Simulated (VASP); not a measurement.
# LaS (Fm-3m) in VASP: single point with LDA

Aim: the single point of LaS with LDA.

All numbers are computed with VASP 6.6.1; they aren't measurements. Logs are shortened: lines on timing, memory, paths and dates and some standing lists are left out, and cuts for length are marked.

### Step 1. The cell of the first run

The structure is cubic, space group Fm-3m (No. 225). Conventional cell: a = 5.713 Å, b = 5.713 Å, c = 5.713 Å, α = 90.00°, β = 90.00°, γ = 90.00°. La (site symmetry m-3m) has 6 S at 2.86 Å within 3.8 Å. S (site symmetry m-3m) has 6 La at 2.86 Å within 3.8 Å.

### Step 2. Single point, LDA, non-collinear spin, zero start, spin-orbit coupling

File INCAR:

```
ALGO     = Fast           # electronic algorithm
EDIFF    = 1E-7           # SCF threshold, eV
ENCUT    = 520            # plane-wave cutoff, eV
GGA_COMPAT= F            
ISIF     = 2              # what is computed and relaxed
ISMEAR   = -1             # smearing method
LASPH    = T              # aspherical terms in the spheres
LCHARG   = F              # write CHGCAR
LMAXMIX  = 6              # l up to which the mixer works
LORBIT   = 11             # projections on sites
LORBMOM  = T            
LREAL    = F              # projectors in reciprocal space
LSORBIT  = T              # spin-orbit coupling
LWAVE    = F              # write WAVECAR
MAGMOM   = 0 0 0 0 0 0    # initial moments
NBANDS   = 29             # bands
NELM     = 150            # most SCF steps
PREC     = Accurate       # precision mode
SIGMA    = 0.1            # smearing width, eV
```

File KPOINTS:

```
k-points
0
Gamma
  10 10 10
```

File POSCAR:

```
LaS
1.0
    0.0000000000      2.8564279700      2.8564279700
    2.8564279700      0.0000000000      2.8564279700
    2.8564279700      2.8564279700      0.0000000000
La S
1 1
Direct
    0.0000000000      0.0000000000      0.0000000000
    0.5000000000      0.5000000000      0.5000000000
```

Potentials or basis: VASP PAW LDA potentials, release 64 (La, S).

Started as:

```
cat potpaw_LDA.64/La/POTCAR potpaw_LDA.64/S/POTCAR > POTCAR
mpirun -np 1 vasp_ncl > vasp.out
```

OUTCAR:

```text
EDIFF = 1E-7
   ENCUT = 520
   ISIF = 2
   ISMEAR = -1
   LASPH = T
   LORBIT = 11
   LREAL = F
   LSORBIT = T
   NELM = 150
   PREC = Accurate

 ion  position               nearest neighbor table
   1  0.000  0.000  0.000-   2 2.86   2 2.86   2 2.86   2 2.86   2 2.86   2 2.86
   2  0.500  0.500  0.500-   1 2.86   1 2.86   1 2.86   1 2.86   1 2.86   1 2.86

  LATTYP: Found a face centered cubic cell.
 ALAT       =     5.7128559400

  Lattice vectors:

 A1 = (   0.0000000000,   2.8564279700,   2.8564279700)
 A2 = (   2.8564279700,   0.0000000000,   2.8564279700)
 A3 = (   2.8564279700,   2.8564279700,   0.0000000000)

Analysis of symmetry for initial positions (statically):
=====================================================================
 Subroutine PRICEL returns:
 Original cell was already a primitive cell.

 Routine SETGRP: Setting up the symmetry group for a
 face centered cubic supercell.

 Subroutine GETGRP returns: Found 48 space group operations
 (whereof 48 operations were pure point group operations)
 out of a pool of 48 trial point group operations.

The static configuration has the point symmetry O_h .

Analysis of symmetry for dynamics (positions and initial velocities):
=====================================================================
 Subroutine PRICEL returns:
 Original cell was already a primitive cell.

 Routine SETGRP: Setting up the symmetry group for a
 face centered cubic supercell.

 Subroutine GETGRP returns: Found 48 space group operations
 (whereof 48 operations were pure point group operations)
 out of a pool of 48 trial point group operations.

The dynamic configuration has the point symmetry O_h .

Analysis of structural, dynamic, and magnetic symmetry:
=====================================================================
 Subroutine PRICEL returns:
 Original cell was already a primitive cell.

 Routine SETGRP: Setting up the symmetry group for a
 face centered cubic supercell.

 Subroutine GETGRP returns: Found 48 space group operations
 (whereof 48 operations were pure point group operations)
 out of a pool of 48 trial point group operations.

The overall configuration has the point symmetry O_h .

 Subroutine INISYM returns: Found 48 space group operations
 (whereof 48 operations are pure point group operations),
 and found     1 'primitive' translations

----------------------------------------------------------------------------------------

                                     Primitive cell

  volume of cell :      46.6122

  direct lattice vectors                    reciprocal lattice vectors
     0.000000000  2.856427970  2.856427970    -0.175043798  0.175043798  0.175043798
     2.856427970  0.000000000  2.856427970     0.175043798 -0.175043798  0.175043798
     2.856427970  2.856427970  0.000000000     0.175043798  0.175043798 -0.175043798

  length of vectors
     4.039599175  4.039599175  4.039599175     0.303184751  0.303184751  0.303184751

  position of ions in fractional coordinates (direct lattice)
     0.000000000  0.000000000  0.000000000
     0.500000000  0.500000000  0.500000000

  ion indices of the primitive-cell ions
   primitive index   ion index
                 1           1
                 2           2

----------------------------------------------------------------------------------------

 KPOINTS: k-points

Automatic generation of k-mesh.
 Grid dimensions read from file:
 generate k-points for:   10   10   10

 Generating k-lattice:

[... 103 lines left out ...]

 number of electron      17.0000001 magnetization       0.0000000     -0.0000000      0.0000000

 Free energy of the ion-electron system (eV)
  ---------------------------------------------------
  ext. energy  EPLUGINS =         0.00000000
  ---------------------------------------------------
  free energy    TOTEN  =       -15.11879153 eV

  energy without entropy =      -15.08325421  energy(sigma->0) =      -15.10102287

 E-fermi :   9.4005     XC(G=0): -10.6553

 val. band max:        9.3744852921   @ k =  -0.4000   0.3000   0.0000
 cond. band min:       9.4086303969   @ k =  -0.1000   0.1000   0.0000
 fundamental gap:      0.0341451048
 Fermi energy:         9.4005049141

 k-point     1 :       0.0000    0.0000    0.0000
  band No.  band energies     occupation
      1     -23.2356      1.00000
      2     -23.2356      1.00000
      3      -8.3934      1.00000
      4      -8.3934      1.00000
      5      -6.0148      1.00000
      6      -6.0148      1.00000
[... 757 lines left out ...]
     28      11.5941      0.00000
     29      11.7725      0.00000

 [... further k-points ...]

------------------------ aborting loop because EDIFF is reached ----------------------------------------

  FORCE on cell =-STRESS in cart. coord.  units (eV):
  Direction    XX          YY          ZZ          XY          YZ          ZX
  --------------------------------------------------------------------------------------
  -------------------------------------------------------------------------------------
  Total        0.8529404      0.8529404      0.8529404     -0.0000000      0.0000000      0.0000000
  in kB       29.3176678     29.3176678     29.3176678     -0.0000000      0.0000000      0.0000000
  external PRESSURE =      29.3176678 kB  Pullay stress =       0.0000000 kB

 VOLUME and BASIS-vectors are now :
 -----------------------------------------------------------------------------
  energy-cutoff  :      520.00
  volume of cell :       46.61
      direct lattice vectors                 reciprocal lattice vectors
     0.000000000  2.856427970  2.856427970    -0.175043798  0.175043798  0.175043798
     2.856427970  0.000000000  2.856427970     0.175043798 -0.175043798  0.175043798
     2.856427970  2.856427970  0.000000000     0.175043798  0.175043798 -0.175043798

 POSITION                                       TOTAL-FORCE (eV/Angst)
 -----------------------------------------------------------------------------------
      0.00000      0.00000      0.00000         0.000000      0.000000     -0.000000
      2.85643      2.85643      2.85643         0.000000      0.000000      0.000000
 -----------------------------------------------------------------------------------
    total drift:                                0.000000      0.000000      0.000000

  FREE ENERGIE OF THE ION-ELECTRON SYSTEM (eV)
  ---------------------------------------------------
  free  energy   TOTEN  =       -15.1187915284 eV

  energy  without entropy=      -15.0832542121  energy(sigma->0) =      -15.10102287

 orbital moment (x)

 # of ion     p       d       f       tot
 ------------------------------------------------
  1         0.000   0.000  -0.000  -0.000
  2         0.000   0.000   0.000   0.000
 ------------------------------------------------
            0.000   0.000  -0.000  -0.000

 orbital moment (y)

 # of ion     p       d       f       tot
 ------------------------------------------------
  1         0.000  -0.000   0.000   0.000
  2         0.000   0.000   0.000   0.000
 ------------------------------------------------
            0.000  -0.000   0.000   0.000

 orbital moment (z)

 # of ion     p       d       f       tot
 ------------------------------------------------
  1         0.000  -0.000   0.000  -0.000
  2         0.000   0.000   0.000   0.000
 ------------------------------------------------
            0.000  -0.000   0.000  -0.000

 Spin-Orbit-Coupling matrix elements

 Ion:    1  E_soc:     -0.6056196
 l=   1
     0.0000000    -0.0995039    -0.0995039
    -0.0995039     0.0000000    -0.0995039
    -0.0995039    -0.0995039     0.0000000
 l=   2
     0.0000000    -0.0002732     0.0000000    -0.0002732    -0.0009091
    -0.0002732     0.0000000    -0.0006818    -0.0002732    -0.0002273
     0.0000000    -0.0006818     0.0000000    -0.0006818     0.0000000
    -0.0002732    -0.0002732    -0.0006818     0.0000000    -0.0002273
    -0.0009091    -0.0002273     0.0000000    -0.0002273     0.0000000
 l=   3
     0.0000000    -0.0000174     0.0000000     0.0000000     0.0000000    -0.0000265    -0.0001930
    -0.0000174     0.0000000    -0.0000291     0.0000000    -0.0000291    -0.0000465    -0.0000174
     0.0000000    -0.0000291     0.0000000    -0.0001331    -0.0000109    -0.0000444     0.0000000
     0.0000000     0.0000000    -0.0001331     0.0000000    -0.0001331     0.0000000     0.0000000
     0.0000000    -0.0000291    -0.0000109    -0.0001331     0.0000000    -0.0000444     0.0000000
    -0.0000265    -0.0000465    -0.0000444     0.0000000    -0.0000444     0.0000000    -0.0000265
    -0.0001930    -0.0000174     0.0000000     0.0000000     0.0000000    -0.0000265     0.0000000

 Ion:    2  E_soc:     -0.0026952
 l=   1
     0.0000000    -0.0004492    -0.0004492
    -0.0004492     0.0000000    -0.0004492
    -0.0004492    -0.0004492     0.0000000
 l=   2
     0.0000000     0.0000000     0.0000000     0.0000000     0.0000000
     0.0000000     0.0000000     0.0000000     0.0000000     0.0000000
     0.0000000     0.0000000     0.0000000     0.0000000     0.0000000
     0.0000000     0.0000000     0.0000000     0.0000000     0.0000000
     0.0000000     0.0000000     0.0000000     0.0000000     0.0000000
 l=   3
     0.0000000     0.0000000     0.0000000     0.0000000     0.0000000     0.0000000     0.0000000
     0.0000000     0.0000000     0.0000000     0.0000000     0.0000000     0.0000000     0.0000000
     0.0000000     0.0000000     0.0000000     0.0000000     0.0000000     0.0000000     0.0000000
     0.0000000     0.0000000     0.0000000     0.0000000     0.0000000     0.0000000     0.0000000
     0.0000000     0.0000000     0.0000000     0.0000000     0.0000000     0.0000000     0.0000000
     0.0000000     0.0000000     0.0000000     0.0000000     0.0000000     0.0000000     0.0000000
     0.0000000     0.0000000     0.0000000     0.0000000     0.0000000     0.0000000     0.0000000

 total charge

# of ion       s       p       d       f       tot
--------------------------------------------------
    1        2.027   5.646   0.801   0.206   8.680
    2        1.326   2.453   0.000   0.000   3.779
--------------------------------------------------
tot          3.353   8.099   0.801   0.206  12.459

 magnetization (x)

# of ion       s       p       d       f       tot
--------------------------------------------------
    1        0.000  -0.000   0.000   0.000   0.000
    2        0.000   0.000   0.000   0.000   0.000
--------------------------------------------------
tot          0.000   0.000   0.000   0.000   0.000

 magnetization (y)

# of ion       s       p       d       f       tot
--------------------------------------------------
    1        0.000  -0.000  -0.000   0.000   0.000
    2        0.000   0.000   0.000   0.000   0.000
--------------------------------------------------
tot          0.000   0.000  -0.000   0.000   0.000

 magnetization (z)

# of ion       s       p       d       f       tot
--------------------------------------------------
    1       -0.000  -0.000   0.000   0.000  -0.000
    2        0.000   0.000   0.000   0.000   0.000
--------------------------------------------------
tot         -0.000  -0.000   0.000   0.000  -0.000
```

It took 13 min on 1 thread of Intel Xeon Platinum 8488C (Sapphire Rapids), shared host; peak memory 0.33 GiB.

What came out:

- Free energy: -15.1188 eV
- Pressure: 2.9 GPa
- Net moment: 0.00 μB per cell
- Valence electrons inside the program's atomic spheres: La 8.68; S 3.78

Moments on the atoms (μB; x, y, z):
```
La  0.00 0.00 0.00
S   0.00 0.00 0.00
```
